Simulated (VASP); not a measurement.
# Ga (C2/c) in VASP: single point with r2SCAN

Aim: the single point of Ga with r2SCAN.

Everything below comes from runs of VASP 6.6.1. Logs are shortened: lines on timing, memory, paths and dates and some standing lists are left out, and cuts for length are marked.

### 1 The cell of the first run

The typed cell holds 2 atoms: a = 4.265 Å, b = 4.265 Å, c = 3.304 Å, α = 90.01°, β = 90.01°, γ = 143.00°.

### 2 Single point, r2SCAN

POSCAR reads:

```
Ga
1.0
    1.3531624982     -4.0442210316      0.0232956388
    1.3531624982      4.0442210316      0.0232956388
   -0.0588258055      0.0000000000      3.3034458428
Ga
2
Direct
    0.8670759710      0.1329240290      0.2500000000
    0.1329240290      0.8670759710      0.7500000000
```

INCAR.step1 reads:

```
  PREC = Accurate
  ENCUT = 520
  ISMEAR = -1
  SIGMA = 0.1
  LREAL = F
  LASPH = T
  NELM = 100
  NBANDS = 20
  GGA = PE
  ALGO = Normal
  EDIFF = 1E-4
  LWAVE = T
  LCHARG = F
```

INCAR.step2 reads:

```
  PREC = Accurate
  ENCUT = 520
  EDIFF = 1E-7
  ISMEAR = -1
  SIGMA = 0.1
  LREAL = F
  LASPH = T
  NELM = 100
  ALGO = Normal
  ISIF = 2
  LWAVE = F
  LCHARG = F
  METAGGA = R2SCAN
  LMIXTAU = T
  NBANDS = 20
  ISTART = 1
```

KPOINTS reads:

```
regular mesh
0
Gamma
  12 12 10
```

Potentials or basis: VASP PAW PBE potentials, release 64 (Ga_d).

Launch:

```bash
$ cat potpaw_PBE.64/Ga_d/POTCAR > POTCAR
$ cp INCAR.step1 INCAR
$ mpirun -np 1 vasp_std > vasp.out
$ cp INCAR.step2 INCAR
$ mpirun -np 1 vasp_std > vasp.out
```

OUTCAR:

```text
PREC = Accurate
   ENCUT = 520
   EDIFF = 1E-7
   ISMEAR = -1
   LREAL = F
   LASPH = T
   NELM = 100
   ISIF = 2
   METAGGA = R2SCAN
   ISTART = 1

 ion  position               nearest neighbor table
   1  0.867  0.133  0.250-   2 2.71   2 2.71   2 2.85   2 2.85   2 2.85   2 2.85
   2  0.133  0.867  0.750-   1 2.71   1 2.71   1 2.85   1 2.85   1 2.85   1 2.85

  LATTYP: Found a base centered monoclinic cell.
 ALAT       =     2.7067260174
 B/A-ratio  =     2.9882751380
 C/A-ratio  =     1.2206516462
 COS(beta)  =    -0.0005915264

  Lattice vectors:

 A1 = (   1.3531624982,  -4.0442210316,   0.0232956388)
 A2 = (   1.3531624982,   4.0442210316,   0.0232956388)
 A3 = (  -0.0588258055,   0.0000000000,   3.3034458428)

Analysis of symmetry for initial positions (statically):
=====================================================================
 Subroutine PRICEL returns:
 Original cell was already a primitive cell.

 Routine SETGRP: Setting up the symmetry group for a
 base centered monoclinic supercell.

 Subroutine GETGRP returns: Found  4 space group operations
 (whereof  2 operations were pure point group operations)
 out of a pool of  4 trial point group operations.

The static configuration has the point symmetry S_2 .
 The point group associated with its full space group is C_2h.

Analysis of symmetry for dynamics (positions and initial velocities):
=====================================================================
 Subroutine PRICEL returns:
 Original cell was already a primitive cell.

 Routine SETGRP: Setting up the symmetry group for a
 base centered monoclinic supercell.

 Subroutine GETGRP returns: Found  4 space group operations
 (whereof  2 operations were pure point group operations)
 out of a pool of  4 trial point group operations.

The dynamic configuration has the point symmetry S_2 .
 The point group associated with its full space group is C_2h.

 Subroutine INISYM returns: Found  4 space group operations
 (whereof  2 operations are pure point group operations),
 and found     1 'primitive' translations

----------------------------------------------------------------------------------------

                                     Primitive cell

  volume of cell :      36.1672

  direct lattice vectors                    reciprocal lattice vectors
     1.353162498 -4.044221032  0.023295639     0.369391528 -0.123633203  0.006577905
     1.353162498  4.044221032  0.023295639     0.369391528  0.123633203  0.006577905
    -0.058825806  0.000000000  3.303445843    -0.005209840  0.000000000  0.302621437

  length of vectors
     4.264658859  4.264658859  3.303969569     0.389587653  0.389587653  0.302666279

  position of ions in fractional coordinates (direct lattice)
     0.867075971  0.132924029  0.250000000
     0.132924029  0.867075971  0.750000000

  ion indices of the primitive-cell ions
   primitive index   ion index
                 1           1
                 2           2

----------------------------------------------------------------------------------------

 KPOINTS: regular mesh

Automatic generation of k-mesh.
 Grid dimensions read from file:
 generate k-points for:   12   12   10

 Generating k-lattice:

  Cartesian coordinates                     Fractional coordinates (reciprocal lattice)
     0.030782627 -0.010302767  0.000548159     0.083333333  0.000000000  0.000000000
     0.030782627  0.010302767  0.000548159     0.000000000  0.083333333  0.000000000
    -0.000520984  0.000000000  0.030262144     0.000000000  0.000000000  0.100000000

  Length of vectors
     0.032465638  0.032465638  0.030266628

  Shift w.r.t. Gamma in fractional coordinates (k-lattice)
     0.000000000  0.000000000  0.000000000

 Subroutine IBZKPT returns following result:
 ===========================================

 Found    398 irreducible k-points:

 Following reciprocal coordinates:
            Coordinates               Weight
  0.000000  0.000000  0.000000      1.000000
  0.083333  0.000000 -0.000000      4.000000
  0.166667  0.000000 -0.000000      4.000000
  0.250000  0.000000 -0.000000      4.000000
  0.333333  0.000000 -0.000000      4.000000
  0.416667  0.000000 -0.000000      4.000000
[... 16 lines left out ...]
  0.500000  0.166667 -0.000000      4.000000
 -0.416667  0.166667  0.000000      4.000000
 [... further k-points ...]
   k-points           NKPTS =    398   k-points in BZ     NKDIM =    398   number of bands    NBANDS=     20
   number of dos      NEDOS =    301   number of ions     NIONS =      2
   total plane-waves  NPLWV =  28672
   dimension x,y,z NGX =    32 NGY =   32 NGZ =   28
   dimension x,y,z NGXF=    64 NGYF=   64 NGZF=   56
   ions per type =               2
   NGX,Y,Z   is equivalent  to a cutoff of  12.47, 12.47, 14.09 a.u.
   NGXF,Y,Z  is equivalent  to a cutoff of  24.95, 24.95, 28.18 a.u.
 SYSTEM =  unknown system
   PREC   = accura    normal or accurate (medium, high low for compatibility)
   ISTART =      1    job   : 0-new  1-cont  2-samecut
   ICHARG =      0    charge: 1-file 2-atom 10-const
   ISPIN  =      1    spin polarized calculation?
   LNONCOLLINEAR =      F non collinear calculations
   LSORBIT =      F    spin-orbit coupling
   LASPH  =      T    aspherical Exc in radial PAW
   ENCUT  =  520.0 eV  38.22 Ry    6.18 a.u.   7.93  7.93  6.14*2*pi/ulx,y,z
   NELM   =    100;   NELMIN=  2; NELMDL=  0     # of ELM steps
   EDIFF  = 0.1E-06   stopping-criterion for ELM
   LREAL  =      F    real-space projection
   EDIFFG = 0.1E-05   stopping-criterion for IOM
   NSW    =      0    number of steps for IOM
   IBRION =     -1    ionic relax: 0-MD 1-quasi-New 2-CG
   NFREE  =      0    steps in history (QN), initial steepest desc. (CG)
   ISIF   =      2    stress and relaxation
   ISYM   =      2    0-nonsym 1-usesym 2-fastsym
   POTIM  = 0.5000    time-step for ionic-motion
   TEBEG  =    0.0;   TEEND  =   0.0 temperature during run
   PSTRESS=    0.0 pullay stress
   NELECT =      26.0000    total number of electrons
   NUPDOWN=      -1.0000    fix difference up-down
   EMIN   =  10.00;   EMAX   =-10.00  energy-range for DOS
   EFERMI =   0.00;   METHOD = LEGACY
   ISMEAR =    -1;   SIGMA  =   0.10  broadening in eV -4-tet -1-fermi 0-gaus
   EFERMI_NEDOS =   21; number of points for ismear=-14 and -15
   IALGO  =     38    algorithm
   IMIX   =      4    mixing-type and parameters
     AMIX     =   0.40;   BMIX     =  1.00
     AMIX_MAG =   1.60;   BMIX_MAG =  1.00
  volume/ion in A,a.u.               =      18.08       122.03
  Fermi-wavevector in a.u.,A,eV,Ry     =   1.466541  2.771361 29.262631  2.150743
  Thomas-Fermi vector in A             =   2.582266
   LORBIT       =      0    0 simple, 1 ext, 2 COOP (PROOUT), +10 PAW based schemes
   METAGGA = R2SCAN    functional components
   LHFCALC =     F    Hartree Fock is set to
   AEXX    =    0.0000 exact exchange contribution
   IVDW    =     0    specifies the selected vdW correction
   LEPSILON=     F    determine dielectric tensor
   LRPA    =     F    only Hartree local field effects (RPA)
 non-spin polarized calculation
  energy-cutoff  :      520.00
  volume of cell :       36.17
 maximum number of plane-waves:      1005
   NGX = 15   NGY = 15   NGZ = 13

 number of electron      26.0000012 magnetization

 Free energy of the ion-electron system (eV)
  ---------------------------------------------------
  ext. energy  EPLUGINS =         0.00000000
  ---------------------------------------------------
  free energy    TOTEN  =       -22.73752643 eV

  energy without entropy =      -22.71837013  energy(sigma->0) =      -22.72794828

 E-fermi :   5.8276     XC(G=0): -12.2942

 val. band max:        5.8214664562   @ k =  -0.0833   0.5000   0.4000
 cond. band min:       5.8501315245   @ k =  -0.3333   0.3333   0.3000
 fundamental gap:      0.0286650683
 Fermi energy:         5.8275546553

 k-point     1 :       0.0000    0.0000    0.0000
  band No.  band energies     occupation
      1      -9.9621      2.00000
      2      -9.9366      2.00000
      3      -9.9131      2.00000
      4      -9.8868      2.00000
      5      -9.5669      2.00000
      6      -9.5632      2.00000
[... 12 lines left out ...]
     19      17.5401      0.00000
     20      19.8695      0.00000

 k-point     2 :       0.0833    0.0000   -0.0000
  band No.  band energies     occupation
      1      -9.9422      2.00000
      2      -9.9302      2.00000
      3      -9.8916      2.00000
      4      -9.8629      2.00000
      5      -9.5820      2.00000
      6      -9.5765      2.00000
[... 12 lines left out ...]
     19      17.5232      0.00000
     20      20.1969      0.00000

 k-point     3 :       0.1667    0.0000   -0.0000
  band No.  band energies     occupation
      1      -9.9131      2.00000
      2      -9.9002      2.00000
      3      -9.8426      2.00000
      4      -9.7828      2.00000
      5      -9.6238      2.00000
      6      -9.6154      2.00000
[... 12 lines left out ...]
     19      17.7009      0.00000
     20      21.0876      0.00000

 k-point     4 :       0.2500    0.0000   -0.0000
  band No.  band energies     occupation
      1      -9.8916      2.00000
      2      -9.8614      2.00000
      3      -9.7804      2.00000
      4      -9.7210      2.00000
      5      -9.6822      2.00000
      6      -9.6182      2.00000
[... 12 lines left out ...]
     19      17.9655      0.00000
     20      22.1414      0.00000

 k-point     5 :       0.3333    0.0000   -0.0000
  band No.  band energies     occupation
      1      -9.8739      2.00000
      2      -9.8385      2.00000
      3      -9.7656      2.00000
      4      -9.7422      2.00000
      5      -9.7388      2.00000
      6      -9.6201      2.00000
[... 12 lines left out ...]
     19      18.2640      0.00000
     20      19.8158      0.00000
[... 353 lines left out ...]
      6      -9.6539      2.00000
[... 12 lines left out ...]
     19      16.9083      0.00000
     20      18.1279      0.00000

 k-point    22 :       0.4167    0.1667   -0.0000
  band No.  band energies     occupation
      1      -9.8645      2.00000
      2      -9.8618      2.00000
      3      -9.7694      2.00000
      4      -9.7671      2.00000
      5      -9.6990      2.00000
      6      -9.6308      2.00000
[... 12 lines left out ...]
     19      16.9266      0.00000
     20      18.1497      0.00000

 k-point    23 :       0.5000    0.1667   -0.0000
  band No.  band energies     occupation
      1      -9.8396      2.00000
      2      -9.8388      2.00000
      3      -9.7619      2.00000
      4      -9.7547      2.00000
      5      -9.7106      2.00000
      6      -9.6207      2.00000
[... 12 lines left out ...]
     19      16.6359      0.00000
     20      17.5217      0.00000

 k-point    24 :      -0.4167    0.1667    0.0000
  band No.  band energies     occupation
      1      -9.8410      2.00000
      2      -9.8375      2.00000
      3      -9.7953      2.00000
      4      -9.7160      2.00000
      5      -9.7114      2.00000
      6      -9.6287      2.00000
[... 12 lines left out ...]
     19      16.3348      0.00000
     20      20.2005      0.00000

 [... further k-points ...]
[... 5 lines left out ...]
  --------------------------------------------------------------------------------------
  -------------------------------------------------------------------------------------
  Total        0.0090807     -0.0025901     -0.0178686      0.0000000      0.0000000      0.0026809
  in kB        0.4022656     -0.1147382     -0.7915625      0.0000000      0.0000000      0.1187608
  external PRESSURE =      -0.1680117 kB  Pullay stress =       0.0000000 kB

 VOLUME and BASIS-vectors are now :
 -----------------------------------------------------------------------------
  energy-cutoff  :      520.00
  volume of cell :       36.17
      direct lattice vectors                 reciprocal lattice vectors
     1.353162498 -4.044221032  0.023295639     0.369391528 -0.123633203  0.006577905
     1.353162498  4.044221032  0.023295639     0.369391528  0.123633203  0.006577905
    -0.058825806  0.000000000  3.303445843    -0.005209840  0.000000000  0.302621437

 POSITION                                       TOTAL-FORCE (eV/Angst)
 -----------------------------------------------------------------------------------
      1.33846     -2.96907      0.84916        -0.000000      0.003649      0.000000
      1.30904      2.96907      2.50088         0.000000     -0.003649     -0.000000
 -----------------------------------------------------------------------------------
    total drift:                                0.000000      0.000000     -0.000000

  FREE ENERGIE OF THE ION-ELECTRON SYSTEM (eV)
  ---------------------------------------------------
  free  energy   TOTEN  =       -22.7375264339 eV

  energy  without entropy=      -22.7183701302  energy(sigma->0) =      -22.72794828
```

Wall time 9.1 min (1 thread of Intel Xeon Platinum 8488C (Sapphire Rapids), shared host); peak memory 0.35 GiB.

Results:

| Item | Value |
| --- | --- |
| Free energy | -22.7375 eV |
| Pressure | 0.0 GPa |
| Largest force | 0.004 eV/Å |
| Band gap on the k mesh | zero (bands 13 and 14 overlap by 8.72 eV) |

Forces on the atoms (eV/Å):
```
Ga   0.000  0.004  0.000
Ga   0.000 -0.004  0.000
```

Stress tensor (GPa, compression positive):
```
 0.04  0.00  0.01
 0.00 -0.01  0.00
 0.01  0.00 -0.08
```

Caveat: the PAW data sets were made with another functional, which shifts forces and pressure a little.

The gap in the log of VASP goes by the Fermi energy; the results here count the filled bands.